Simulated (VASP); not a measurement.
A run of VASP 6.6.1:

Contents of INCAR:

```
SYSTEM = SnP4
PREC = Accurate
ENCUT = 500
EDIFF = 1E-6
ISMEAR = 0
SIGMA = 0.1
LREAL = .FALSE.
LASPH = .TRUE.
NELM = 120
ALGO = Normal
ISIF = 2
LWAVE = .FALSE.
LCHARG = .FALSE.
GGA = PE
NBANDS = 45
GGA_COMPAT = .FALSE.
```

KPOINTS

```
Automatic mesh
0
G
  8 6 4
  0 0 0
```

Contents of POSCAR:

```
SnP4
1.0
    4.5254667778     -0.0723500644     -0.0265562109
   -1.3150993906      5.4596058746     -0.0127191173
   -1.8212516390     -2.2978864253      8.9549989233
Sn P
2 8
Direct
    0.8908453922      0.6461060342      0.8009493166
    0.1091546078      0.3538939658      0.1990506834
    0.5690514485      0.1945008801      0.9838925028
    0.7735035853      0.1365801896      0.7885866673
    0.6456853844     -0.0007948137      0.4116303397
    0.3543146156      1.0007948137      0.5883696603
    0.4309485515      0.8054991199      0.0161074972
    0.2264964147      0.8634198104      0.2114133327
    0.2167321013      0.5924441605      0.5979036187
    0.7832678987      0.4075558395      0.4020963813
```

Potentials or basis: VASP PAW PBE potentials, release 64 (Sn_d, P).

Command:

```console
$ cat potpaw_PBE.64/Sn_d/POTCAR potpaw_PBE.64/P/POTCAR > POTCAR
$ mpirun -np 1 vasp_std > vasp.out
```

Hardware: 1 thread of Intel Xeon 8259CL (shared host).

Problem. Estimate the wall time of this run.

Solution. Wall time 23 min on 1 thread of Intel Xeon 8259CL, on a shared host, peak memory 0.79 GiB. Counts: scf iterations 14, k points 100.
